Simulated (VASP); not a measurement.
Wanted: the native input for a VASP 6.6.1 run.

| Property | Result |
| --- | --- |
| Task | single point |
| Functional | PBEsol |
| Potentials or basis | VASP PAW PBE potentials, release 64 (B, P) |
| Cutoff | 500 eV |
| k mesh | 8 × 8 × 8 |
| Occupations | gaussian, width 0.01 eV |
| Spin | no spin polarisation |
| Dipole correction | no |
| Further INCAR settings | ALGO = Normal; EDIFF = 1e-06; NBANDS = 11 |

The structure of BP (e600) lies in POSCAR:

```
BP
1.0
    0.0000000000      2.2827359537      2.2495054018
    2.2827359537      0.0000000000      2.2495054018
    2.2827359537      2.2827359537      0.0000000000
B P
1 1
Direct
    0.0000000000      0.0000000000      0.0000000000
    0.2500000000      0.2500000000      0.2500000000
```

One way to write it, as run:

INCAR

```
PREC = Accurate ; ENCUT = 500
EDIFF = 1E-6 ; ISMEAR = 0
SIGMA = 0.01 ; LREAL = F
LASPH = T ; NELM = 120
ALGO = Normal ; ISIF = 2
LWAVE = F ; LCHARG = F
GGA = PS ; NBANDS = 11
GGA_COMPAT = F
```

KPOINTS

```
Automatic mesh
0
Gamma
  8 8 8
```

Potentials or basis: VASP PAW PBE potentials, release 64 (B, P).

The run is started by

```console
$ cat potpaw_PBE.64/B/POTCAR potpaw_PBE.64/P/POTCAR > POTCAR
$ mpirun -np 1 vasp_std > vasp.out
```

Results of the run:

```json
{"Pressure": "-2.4 GPa", "Band gap on the k mesh": "0.95 eV, indirect (least direct gap 3.20 eV)"}
```

Caveat: the PAW data sets were made with another functional, which shifts forces and pressure a little.

It took 4.5 s on 1 thread of Intel(R) Xeon(R) 6975P-C (Granite Rapids), on a shared host, peak memory 0.14 GiB.
